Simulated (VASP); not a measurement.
Write the native input for VASP 6.6.1 that does the following.

* Task: single point
* Functional: PBE
* Potentials or basis: VASP PAW PBE potentials, release 64 (In_d, Sb)
* Cutoff: 520 eV
* k mesh: 6 × 6 × 6
* Occupations: fermi-dirac, width 0.02 eV
* Spin: no spin polarisation
* Dipole correction: no
* Further INCAR settings: ALGO = Normal; EDIFF = 1e-06; NBANDS = 16

The structure of InSb lies in POSCAR:

```
InSb
1.0
    0.0000000000      3.3190897135      3.3190897135
    3.3190897135      0.0000000000      3.3190897135
    3.3190897135      3.3190897135      0.0000000000
In Sb
1 1
Direct
    0.0000000000      0.0000000000      0.0000000000
    0.2500000000      0.2500000000      0.2500000000
```

The input as run:

INCAR

```
SYSTEM = InSb
  PREC = Accurate
  ENCUT = 520
  EDIFF = 1E-6
  ISMEAR = -1
  SIGMA = 0.02
  LREAL = .False.
  LASPH = .True.
  NELM = 100
  ALGO = Normal
  ISIF = 2
  LWAVE = .False.
  LCHARG = .False.
  GGA = PE
  NBANDS = 16
```

KPOINTS

```
regular mesh
0
Gamma
  6 6 6
  0 0 0
```

Potentials or basis: VASP PAW PBE potentials, release 64 (In_d, Sb).

The run is started by

```bash
$ cat potpaw_PBE.64/In_d/POTCAR potpaw_PBE.64/Sb/POTCAR > POTCAR
$ mpirun -np 1 vasp_std > vasp.out
```

It gave:

| Quantity | Value |
| --- | --- |
| Pressure | 0.0 GPa |
| Band gap on the k mesh | zero (filled and empty bands touch) |

Caveat: semilocal functionals underestimate gaps, and a narrow one can read as zero; spin-orbit coupling is left out, which moves the levels of the heavy elements.

It took 17 s on 1 thread of AMD EPYC 7R13 Processor (Zen 3) (shared host), peak memory 0.18 GiB.
